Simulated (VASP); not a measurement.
Here is a VASP 6.6.1 calculation.

The input POSCAR:

```
NiO2
1.0
    1.4106719793      0.8144518470      5.3198488177
   -1.4106719793      0.8144518470      5.3198488177
    0.0000000000     -1.6289036939      5.3198488177
Ni O
1 2
Direct
    0.0000000000      0.0000000000      0.0000000000
    0.7256797875      0.7256797875      0.7256797875
    0.2743202125      0.2743202125      0.2743202125
```

The input INCAR.step1:

```
SYSTEM = NiO2
PREC     = Accurate       ! precision mode
ENCUT    = 770            ! plane-wave cutoff, eV
ISMEAR   = 0              ! smearing method
SIGMA    = 0.02           ! smearing width, eV
LREAL    = .FALSE.        ! projectors in reciprocal space
LASPH    = .TRUE.         ! aspherical terms in the spheres
NELM     = 120            ! most SCF steps
NBANDS   = 22             ! bands
GGA      = PE             ! functional
ALGO     = Normal         ! electronic algorithm
EDIFF    = 1E-5           ! SCF threshold, eV
LWAVE    = .TRUE.         ! write WAVECAR
LCHARG   = .FALSE.        ! write CHGCAR
GGA_COMPAT= .FALSE.
```

INCAR.step2

```
SYSTEM = NiO2
PREC     = Accurate       ! precision mode
ENCUT    = 770            ! plane-wave cutoff, eV
EDIFF    = 1E-6           ! SCF threshold, eV
ISMEAR   = 0              ! smearing method
SIGMA    = 0.02           ! smearing width, eV
LREAL    = .FALSE.        ! projectors in reciprocal space
LASPH    = .TRUE.         ! aspherical terms in the spheres
NELM     = 120            ! most SCF steps
ALGO     = Normal         ! electronic algorithm
ISIF     = 2              ! what is computed and relaxed
LWAVE    = .FALSE.        ! write WAVECAR
LCHARG   = .TRUE.         ! write CHGCAR
METAGGA  = R2SCAN         ! meta-GGA
LMIXTAU  = .TRUE.       
LELF     = .TRUE.         ! ELF
LVHAR    = .TRUE.       
NBANDS   = 22             ! bands
ISTART   = 1            
GGA_COMPAT= .FALSE.
```

KPOINTS

```
regular mesh
0
G
  12 12 12
  0 0 0
```

Potentials or basis: VASP PAW PBE potentials, release 64 (Ni_sv_GW, O).

Command:

```sh
$ cat potpaw_PBE.64/Ni_sv_GW/POTCAR potpaw_PBE.64/O/POTCAR > POTCAR
$ cp INCAR.step1 INCAR
$ mpirun -np 1 vasp_std > vasp.out
$ cp INCAR.step2 INCAR
$ mpirun -np 1 vasp_std > vasp.out
```

Problem. What does it give for the band gap on the k mesh?

Solution. 1.58 eV (least direct gap 1.79 eV).

Problem. Predict the largest force.

Solution. 0.350 eV/Å.

Problem. Predict the pressure.

Solution. -6.4 GPa.

Forces on the atoms (eV/Å):
```
Ni   0.000  0.000  0.000
O    0.000  0.000 -0.350
O    0.000  0.000  0.350
```

Caveat: the cell stands under tension; the PAW data sets were made with another functional, which shifts forces and pressure a little; the run has no spin polarisation, though such a crystal can be magnetic. r2SCAN opens gaps a little over a GGA but as a rule still falls short of measured ones.
